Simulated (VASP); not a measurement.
Write the native input for VASP 6.6.1 that does the following.

```yaml
Task: single point
Functional: PBE
Potentials_or_basis: VASP PAW PBE potentials, release 64 (Al, N)
Cutoff: 520 eV
k_mesh: 3 × 3 × 3
Occupations: gaussian, width 0.1 eV
Spin: no spin polarisation
Dipole_correction: no
Further_INCAR_settings: LREAL = Auto; ALGO = Normal; EDIFF = 1e-06; NBANDS = 72
```

The structure of Al32N (a cell with a defect) lies in POSCAR:

```
Al32N
1.0
    8.1000000000      0.0000000000      0.0000000000
    0.0000000000      8.1000000000      0.0000000000
    0.0000000000      0.0000000000      8.1000000000
Al N
32 1
Direct
    0.5001077778     -0.0006379012     -0.0037056790
    0.7481798765      0.2513254321     -0.0013676543
    0.7392422222      0.0052745679      0.2442670370
   -0.0005335802      0.0020171605      0.0020288889
    0.2508470370      0.2517012346     -0.0016718519
    0.4997732099      0.4987455556      0.0010282716
    0.7445422222      0.7488008642      0.0019087654
    0.2606309877      0.0062267901      0.2432960494
    0.5000844444      0.2537286420      0.2502428395
    0.7501350617      0.4965149383      0.2525125926
    0.4996987654     -0.0026095062      0.5011583951
    0.7431338272      0.2477187654      0.5009266667
    0.7492941975     -0.0021506173      0.7538451852
   -0.0005225926      0.4959848148      0.0001616049
    0.2553182716      0.7487351852      0.0019661728
   -0.0005417284      0.2476269136      0.2457334568
    0.2494288889      0.4958012346      0.2524243210
    0.4997055556      0.7485737037      0.2517713580
    0.0003685185      0.0244869136      0.5016134568
    0.2567239506      0.2476762963      0.5009879012
    0.4999882716      0.5010630864      0.5009711111
    0.7561512346      0.7494798765      0.4999118519
    0.2502996296     -0.0019713580      0.7546056790
    0.4998023457      0.2489649383      0.7512179012
    0.7517167901      0.5008350617      0.7487807407
    0.0004081481      0.7478140741      0.2303802469
    0.0000716049      0.4859497531      0.5023033333
    0.2447614815      0.7494751852      0.4999029630
   -0.0005329630      0.2492404938      0.7556861728
    0.2478776543      0.5005472840      0.7490030864
    0.4999449383      0.7487672840      0.7491807407
    0.0001811111      0.7475717284      0.7584386420
    0.0002280247      0.7896817284      0.4660871605
```

One way to write it, as run:

INCAR

```
PREC = Accurate
ENCUT = 520
EDIFF = 1E-6
ISMEAR = 0
SIGMA = 0.1
LREAL = Auto
LASPH = True
NELM = 120
ALGO = Normal
ISIF = 2
LWAVE = False
LCHARG = False
GGA = PE
NBANDS = 72
GGA_COMPAT = False
```

KPOINTS

```
regular mesh
0
Gamma
  3 3 3
```

Potentials or basis: VASP PAW PBE potentials, release 64 (Al, N).

Run with:

```sh
$ cat potpaw_PBE.64/Al/POTCAR potpaw_PBE.64/N/POTCAR > POTCAR
$ mpirun -np 1 vasp_std > vasp.out
```

It gave:

```
Pressure               : 0.4 GPa
Largest force          : 0.079 eV/Å
Band gap on the k mesh : zero (an odd number of electrons rules out a gap without spin polarisation)
```

It took 11 min on 1 thread of Intel(R) Xeon(R) Platinum 8488C (Sapphire Rapids) (shared host), peak memory 0.66 GiB.
